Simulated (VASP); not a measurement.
# AlO2 (fluorite type) (Fm-3m) in VASP: further runs

AlO2 (fluorite type) is run at these levels: r2SCAN; tasks: single point.

All numbers are computed with VASP 6.6.1; they aren't measurements. Logs are shortened: lines on timing, memory, paths and dates and some standing lists are left out, and cuts for length are marked.

### Step 1. The cell of the first run

The structure is cubic, space group Fm-3m (No. 225). Conventional cell: a = 4.783 Å, b = 4.783 Å, c = 4.783 Å, α = 90.00°, β = 90.00°, γ = 90.00°. Al (site symmetry m-3m) has 8 O at 2.07 Å within 2.7 Å. O (site symmetry -43m) has 4 Al at 2.07 Å and 6 O at 2.39 Å within 2.7 Å.

### Step 2. Single point, r2SCAN

POSCAR reads:

```
AlO2
1.0
    0.0000000000      2.3914430666      2.3914430666
    2.3914430666      0.0000000000      2.3914430666
    2.3914430666      2.3914430666      0.0000000000
Al O
1 2
Direct
    0.0000000000      0.0000000000      0.0000000000
    0.2500000000      0.2500000000      0.2500000000
    0.7500000000      0.7500000000      0.7500000000
```

INCAR.step1 reads:

```
PREC = Accurate
ENCUT = 660
ISMEAR = -1
SIGMA = 0.1
LREAL = F
LASPH = T
NELM = 120
NBANDS = 14
GGA = PE
ALGO = Normal
EDIFF = 1E-5
LWAVE = T
LCHARG = F
GGA_COMPAT = F
```

INCAR.step2 reads:

```
PREC = Accurate
ENCUT = 660
EDIFF = 1E-6
ISMEAR = -1
SIGMA = 0.1
LREAL = F
LASPH = T
NELM = 120
ALGO = Normal
ISIF = 2
LWAVE = F
LCHARG = F
METAGGA = R2SCAN
LMIXTAU = T
NBANDS = 14
ISTART = 1
GGA_COMPAT = F
```

KPOINTS reads:

```
Automatic mesh
0
Gamma
  12 12 12
```

Potentials or basis: VASP PAW PBE potentials, release 64 (Al, O).

Command:

```sh
cat potpaw_PBE.64/Al/POTCAR potpaw_PBE.64/O/POTCAR > POTCAR
cp INCAR.step1 INCAR
mpirun -np 1 vasp_std > vasp.out
cp INCAR.step2 INCAR
mpirun -np 1 vasp_std > vasp.out
```

OUTCAR:

```text
PREC = Accurate
   ENCUT = 660
   EDIFF = 1E-6
   ISMEAR = -1
   LREAL = F
   LASPH = T
   NELM = 120
   ISIF = 2
   METAGGA = R2SCAN
   ISTART = 1

 ion  position               nearest neighbor table
   1  0.000  0.000  0.000-   3 2.07   3 2.07   3 2.07   2 2.07   3 2.07   2 2.07   2 2.07   2 2.07

   2  0.250  0.250  0.250-   1 2.07   1 2.07   1 2.07   1 2.07
   3  0.750  0.750  0.750-   1 2.07   1 2.07   1 2.07   1 2.07

  LATTYP: Found a face centered cubic cell.
 ALAT       =     4.7828861332

  Lattice vectors:

 A1 = (   0.0000000000,   2.3914430666,   2.3914430666)
 A2 = (   2.3914430666,   0.0000000000,   2.3914430666)
 A3 = (   2.3914430666,   2.3914430666,   0.0000000000)

Analysis of symmetry for initial positions (statically):
=====================================================================
 Subroutine PRICEL returns:
 Original cell was already a primitive cell.

 Routine SETGRP: Setting up the symmetry group for a
 face centered cubic supercell.

 Subroutine GETGRP returns: Found 48 space group operations
 (whereof 48 operations were pure point group operations)
 out of a pool of 48 trial point group operations.

The static configuration has the point symmetry O_h .

Analysis of symmetry for dynamics (positions and initial velocities):
=====================================================================
 Subroutine PRICEL returns:
 Original cell was already a primitive cell.

 Routine SETGRP: Setting up the symmetry group for a
 face centered cubic supercell.

 Subroutine GETGRP returns: Found 48 space group operations
 (whereof 48 operations were pure point group operations)
 out of a pool of 48 trial point group operations.

The dynamic configuration has the point symmetry O_h .

 Subroutine INISYM returns: Found 48 space group operations
 (whereof 48 operations are pure point group operations),
 and found     1 'primitive' translations

----------------------------------------------------------------------------------------

                                     Primitive cell

  volume of cell :      27.3533

  direct lattice vectors                    reciprocal lattice vectors
     0.000000000  2.391443067  2.391443067    -0.209078781  0.209078781  0.209078781
     2.391443067  0.000000000  2.391443067     0.209078781 -0.209078781  0.209078781
     2.391443067  2.391443067  0.000000000     0.209078781  0.209078781 -0.209078781

  length of vectors
     3.382011218  3.382011218  3.382011218     0.362135071  0.362135071  0.362135071

  position of ions in fractional coordinates (direct lattice)
     0.000000000  0.000000000  0.000000000
     0.250000000  0.250000000  0.250000000
     0.750000000  0.750000000  0.750000000

  ion indices of the primitive-cell ions
   primitive index   ion index
                 1           1
                 2           2
                 3           3

----------------------------------------------------------------------------------------

 KPOINTS: Automatic mesh

Automatic generation of k-mesh.
 Grid dimensions read from file:
 generate k-points for:   12   12   12

 Generating k-lattice:

  Cartesian coordinates                     Fractional coordinates (reciprocal lattice)
    -0.017423232  0.017423232  0.017423232     0.083333333  0.000000000  0.000000000
     0.017423232 -0.017423232  0.017423232     0.000000000  0.083333333  0.000000000
     0.017423232  0.017423232 -0.017423232     0.000000000  0.000000000  0.083333333

  Length of vectors
     0.030177923  0.030177923  0.030177923

  Shift w.r.t. Gamma in fractional coordinates (k-lattice)
     0.000000000  0.000000000  0.000000000

 Subroutine IBZKPT returns following result:
 ===========================================

 Found     72 irreducible k-points:

 Following reciprocal coordinates:
            Coordinates               Weight
  0.000000  0.000000  0.000000      1.000000
  0.083333  0.000000  0.000000      8.000000
  0.166667  0.000000  0.000000      8.000000
  0.250000  0.000000  0.000000      8.000000
  0.333333  0.000000  0.000000      8.000000
  0.416667  0.000000  0.000000      8.000000
[... 16 lines left out ...]
  0.500000  0.166667  0.000000     24.000000
 -0.416667  0.166667  0.000000     24.000000
 [... further k-points ...]
   k-points           NKPTS =     72   k-points in BZ     NKDIM =     72   number of bands    NBANDS=     14
   number of dos      NEDOS =    301   number of ions     NIONS =      3
   total plane-waves  NPLWV =  21952
   dimension x,y,z NGX =    28 NGY =   28 NGZ =   28
   dimension x,y,z NGXF=    56 NGYF=   56 NGZF=   56
   ions per type =               1   2
   NGX,Y,Z   is equivalent  to a cutoff of  13.76, 13.76, 13.76 a.u.
   NGXF,Y,Z  is equivalent  to a cutoff of  27.53, 27.53, 27.53 a.u.
 SYSTEM =  unknown system
   PREC   = accura    normal or accurate (medium, high low for compatibility)
   ISTART =      1    job   : 0-new  1-cont  2-samecut
   ICHARG =      0    charge: 1-file 2-atom 10-const
   ISPIN  =      1    spin polarized calculation?
   LNONCOLLINEAR =      F non collinear calculations
   LSORBIT =      F    spin-orbit coupling
   LASPH  =      T    aspherical Exc in radial PAW
   ENCUT  =  660.0 eV  48.51 Ry    6.96 a.u.   7.08  7.08  7.08*2*pi/ulx,y,z
   NELM   =    120;   NELMIN=  2; NELMDL=  0     # of ELM steps
   EDIFF  = 0.1E-05   stopping-criterion for ELM
   LREAL  =      F    real-space projection
   EDIFFG = 0.1E-04   stopping-criterion for IOM
   NSW    =      0    number of steps for IOM
   IBRION =     -1    ionic relax: 0-MD 1-quasi-New 2-CG
   NFREE  =      0    steps in history (QN), initial steepest desc. (CG)
   ISIF   =      2    stress and relaxation
   ISYM   =      2    0-nonsym 1-usesym 2-fastsym
   POTIM  = 0.5000    time-step for ionic-motion
   TEBEG  =    0.0;   TEEND  =   0.0 temperature during run
   PSTRESS=    0.0 pullay stress
   NELECT =      15.0000    total number of electrons
   NUPDOWN=      -1.0000    fix difference up-down
   EMIN   =  10.00;   EMAX   =-10.00  energy-range for DOS
   EFERMI =   0.00;   METHOD = LEGACY
   ISMEAR =    -1;   SIGMA  =   0.10  broadening in eV -4-tet -1-fermi 0-gaus
   EFERMI_NEDOS =   21; number of points for ismear=-14 and -15
   IALGO  =     38    algorithm
   IMIX   =      4    mixing-type and parameters
     AMIX     =   0.40;   BMIX     =  1.00
     AMIX_MAG =   1.60;   BMIX_MAG =  1.00
  volume/ion in A,a.u.               =       9.12        61.53
  Fermi-wavevector in a.u.,A,eV,Ry     =   1.339991  2.532216 24.430292  1.795576
  Thomas-Fermi vector in A             =   2.468339
   LORBIT       =      0    0 simple, 1 ext, 2 COOP (PROOUT), +10 PAW based schemes
   METAGGA = R2SCAN    functional components
   LHFCALC =     F    Hartree Fock is set to
   AEXX    =    0.0000 exact exchange contribution
   IVDW    =     0    specifies the selected vdW correction
   LEPSILON=     F    determine dielectric tensor
   LRPA    =     F    only Hartree local field effects (RPA)
 non-spin polarized calculation
  energy-cutoff  :      660.00
  volume of cell :       27.35
 maximum number of plane-waves:      1067
   NGX = 15   NGY = 15   NGZ = 15

 number of electron      14.9999994 magnetization

 Free energy of the ion-electron system (eV)
  ---------------------------------------------------
  ext. energy  EPLUGINS =         0.00000000
  ---------------------------------------------------
  free energy    TOTEN  =       -24.59438606 eV

  energy without entropy =      -24.52352885  energy(sigma->0) =      -24.55895745

 E-fermi :   5.1671     XC(G=0): -11.9094

 val. band max:        5.1643396573   @ k =  -0.2500   0.4167   0.1667
 cond. band min:       5.1808613408   @ k =   0.5000   0.3333   0.0833
 fundamental gap:      0.0165216835
 Fermi energy:         5.1670947404

 k-point     1 :       0.0000    0.0000    0.0000
  band No.  band energies     occupation
      1     -15.6018      2.00000
      2     -11.0064      2.00000
      3       1.3574      2.00000
      4       1.3574      2.00000
      5       1.3574      2.00000
      6       4.5346      1.99642
      7       4.5346      1.99642
      8       4.5346      1.99642
      9      11.0574      0.00000
     10      15.8903      0.00000
     11      15.8903      0.00000
     12      15.8903      0.00000
     13      20.9330      0.00000
     14      20.9330      0.00000

 k-point     2 :       0.0833    0.0000    0.0000
  band No.  band energies     occupation
      1     -15.5278      2.00000
      2     -11.0886      2.00000
      3       1.3411      2.00000
      4       1.3798      2.00000
      5       1.3798      2.00000
      6       4.2926      1.99968
      7       4.4334      1.99870
      8       4.4334      1.99870
      9      11.4005      0.00000
     10      15.7924      0.00000
     11      16.0557      0.00000
     12      16.0557      0.00000
     13      21.0725      0.00000
     14      21.0725      0.00000

 k-point     3 :       0.1667    0.0000    0.0000
  band No.  band energies     occupation
      1     -15.3097      2.00000
      2     -11.3286      2.00000
      3       1.2928      2.00000
      4       1.4504      2.00000
      5       1.4504      2.00000
      6       3.7137      2.00000
      7       4.1526      1.99992
      8       4.1526      1.99992
      9      12.2653      0.00000
     10      15.6410      0.00000
     11      16.5400      0.00000
     12      16.5400      0.00000
     13      21.4318      0.00000
     14      21.4318      0.00000

 k-point     4 :       0.2500    0.0000    0.0000
  band No.  band energies     occupation
      1     -14.9598      2.00000
      2     -11.7075      2.00000
      3       1.2233      2.00000
      4       1.5782      2.00000
      5       1.5782      2.00000
      6       3.0467      2.00000
      7       3.7492      2.00000
      8       3.7492      2.00000
      9      13.3431      0.00000
     10      15.6547      0.00000
     11      17.3032      0.00000
     12      17.3032      0.00000
     13      21.8467      0.00000
     14      21.8467      0.00000

 k-point     5 :       0.3333    0.0000    0.0000
  band No.  band energies     occupation
      1     -14.4986      2.00000
      2     -12.1970      2.00000
      3       1.1573      2.00000
      4       1.7732      2.00000
      5       1.7732      2.00000
      6       2.4605      2.00000
      7       3.2908      2.00000
      8       3.2908      2.00000
      9      14.3274      0.00000
     10      15.9297      0.00000
     11      18.2615      0.00000
[... 276 lines left out ...]
 k-point    22 :       0.4167    0.1667    0.0000
  band No.  band energies     occupation
      1     -14.1711      2.00000
      2     -12.3986      2.00000
      3       0.1331      2.00000
      4       0.6787      2.00000
      5       0.8605      2.00000
      6       3.6869      2.00000
      7       3.9553      1.99999
      8       4.1905      1.99989
      9      14.3808      0.00000
     10      15.5488      0.00000
     11      19.0734      0.00000
     12      19.7083      0.00000
     13      20.8829      0.00000
     14      22.6317      0.00000

 k-point    23 :       0.5000    0.1667    0.0000
  band No.  band energies     occupation
      1     -13.6650      2.00000
      2     -12.9053      2.00000
      3      -0.1964      2.00000
      4       0.6795      2.00000
      5       1.0852      2.00000
      6       3.3905      2.00000
      7       3.8107      2.00000
      8       4.1774      1.99990
      9      14.8626      0.00000
     10      16.3375      0.00000
     11      19.3783      0.00000
     12      20.2003      0.00000
     13      20.5505      0.00000
     14      22.4297      0.00000

 k-point    24 :      -0.4167    0.1667    0.0000
  band No.  band energies     occupation
      1     -13.4464      2.00000
      2     -13.1343      2.00000
      3      -0.3279      2.00000
      4       0.8475      2.00000
      5       1.4343      2.00000
      6       2.9614      2.00000
      7       3.4009      2.00000
      8       4.5120      1.99715
      9      15.0718      0.00000
     10      16.6337      0.00000
     11      19.4790      0.00000
     12      19.7906      0.00000
     13      20.4196      0.00000
     14      22.4272      0.00000

 [... further k-points ...]
[... 5 lines left out ...]
  --------------------------------------------------------------------------------------
  -------------------------------------------------------------------------------------
  Total       -2.5733588     -2.5733588     -2.5733588      0.0000000      0.0000000      0.0000000
  in kB     -150.7303819   -150.7303819   -150.7303819      0.0000000      0.0000000      0.0000000
  external PRESSURE =    -150.7303819 kB  Pullay stress =       0.0000000 kB

 VOLUME and BASIS-vectors are now :
 -----------------------------------------------------------------------------
  energy-cutoff  :      660.00
  volume of cell :       27.35
      direct lattice vectors                 reciprocal lattice vectors
     0.000000000  2.391443067  2.391443067    -0.209078781  0.209078781  0.209078781
     2.391443067  0.000000000  2.391443067     0.209078781 -0.209078781  0.209078781
     2.391443067  2.391443067  0.000000000     0.209078781  0.209078781 -0.209078781

 POSITION                                       TOTAL-FORCE (eV/Angst)
 -----------------------------------------------------------------------------------
      0.00000      0.00000      0.00000         0.000000      0.000000      0.000000
      1.19572      1.19572      1.19572        -0.000000      0.000000     -0.000000
      3.58716      3.58716      3.58716         0.000000     -0.000000      0.000000
 -----------------------------------------------------------------------------------
    total drift:                                0.000000      0.000000      0.000000

  FREE ENERGIE OF THE ION-ELECTRON SYSTEM (eV)
  ---------------------------------------------------
  free  energy   TOTEN  =       -24.5943860552 eV

  energy  without entropy=      -24.5235288492  energy(sigma->0) =      -24.55895745
```

Run time: 1.9 min. Hardware: 1 thread of Intel Xeon 6975P-C, shared host; peak memory 0.18 GiB.

What came out:

| Quantity | Value |
| --- | --- |
| Free energy | -24.5944 eV |
| Pressure | -15.1 GPa |

Levels at points of the mesh, in eV from the Fermi level:
```
           k point  band 5  band 6  band 7  band 8  band 9  band 10  band 11  band 12
(0.00, 0.00, 0.00)   -3.81   -0.63   -0.63   -0.63    5.89    10.72    10.72    10.72
(0.50, 0.00, 0.00)   -2.87   -2.87   -2.65   -2.65    9.99    11.43    14.57    14.57
(0.50, 0.50, 0.00)   -5.30    0.09    0.09    0.80    7.11    11.64    13.10    16.75
```

Caveat: the PAW data sets were made with another functional, which shifts forces and pressure a little; an odd number of electrons without spin polarisation forces a metal; a magnetic or distorted state may lie lower.

(Continued in part 2 of 2.)
